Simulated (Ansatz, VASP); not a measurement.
## One calculation of NbAl2C2, two programs

```
Al Nb C
1.0
     2.63770    0.00000    0.00000
    -1.31885    2.28431    0.00000
     0.00000    0.00000   12.85882
Al Nb C
2 1 2
Direct
  0.66667 0.33333 0.80268
  0.66667 0.33333 0.19732
  0.00000 0.00000 0.00000
  0.00000 0.00000 0.50000
  0.33333 0.66667 0.50000
```

Alike in both runs: functional PBE; k mesh 6 × 6 × 2; occupations gaussian, width 0.1 eV; no spin polarisation.

Ansatz relaxed the structure, and its values are those at the end. VASP's run is a single point on that final structure, the one shown.

|  | VASP | Ansatz |
| --- | --- | --- |
| version | VASP 6.6.1 | Ansatz 0.2.0 |
| potentials or method | VASP PAW PBE potentials, release 64 (Al, Nb_sv, C), cutoff 520 eV | scalar-relativistic, plane waves, PAW |
| valence electrons in the cell | 27 | 27 |

```csv
,VASP,Ansatz,Ansatz less VASP
gap on the k mesh at the Fermi level (eV),none,none,-
pressure (GPa),0.0,0.1,+0.04
```

A gap of «none» marks a metal or a gap that the smearing closes.

The k mesh is coarse, so the values compare programs but aren't converged.
